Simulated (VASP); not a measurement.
Al: single point with LDA

Al:

```
CELL_PARAMETERS angstrom
0.00000 1.96930 1.96930
1.96930 0.00000 1.96930
1.96930 1.96930 0.00000
ATOMIC_POSITIONS crystal
Al 0.00000 0.00000 0.00000
```

```yaml
Program: VASP 6.6.1
Task: single point
Functional: LDA
Potentials_or_basis: VASP PAW LDA potentials, release 64 (Al)
Cutoff: 520 eV
k_mesh: 12 × 12 × 12
Occupations: fermi-dirac, width 0.1 eV
Spin: no spin polarisation
```

| Item | Value |
| --- | --- |
| Pressure | 3.4 GPa |

Levels at points of the mesh, in eV from the Fermi level:
```csv
k point,band 1,band 2,band 3,band 4,band 5,band 6
"(0.00, 0.00, 0.00)",-11.53,13.11,13.11,13.11,15.04,15.04
"(0.50, 0.00, 0.00)",-4.75,-4.39,11.90,11.90,12.19,12.19
"(0.50, 0.50, 0.00)",-2.98,-1.52,5.42,6.01,6.01,9.82
```

It took 21 s on 1 thread of AMD EPYC 7R13 (shared host), peak memory 0.09 GiB.
